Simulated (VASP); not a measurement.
The system is NaI.

```
CELL_PARAMETERS angstrom
0.00000 3.22972 3.22972
3.22972 0.00000 3.22972
3.22972 3.22972 0.00000
ATOMIC_POSITIONS crystal
Na 0.00000 0.00000 0.00000
I 0.50000 0.50000 0.50000
```

Base run:

```yaml
Program: VASP 6.6.1
Functional: PBEsol
Potentials_or_basis: VASP PAW PBE potentials, release 64 (Na_pv, I)
Cutoff: 520 eV
k_mesh: 6 × 6 × 6
Occupations: gaussian, width 0.01 eV
Spin: no spin polarisation
```

Its results: band gap on the k mesh 3.52 eV, direct; pressure -0.4 GPa.

The run is repeated on the same cell with these changes: functional from PBEsol to HSE06; k mesh from 6 × 6 × 6 to 4 × 4 × 4. What comes out?

Band gap on the k mesh 4.67 eV, direct; pressure 0.3 GPa.

Several settings changed at once, so the effect can't be laid on one alone.

Caveats: some runs use coarse meshes; the PAW data sets were made with another functional, which shifts forces and pressure a little; spin-orbit coupling is left out, which moves the levels of the heavy elements.

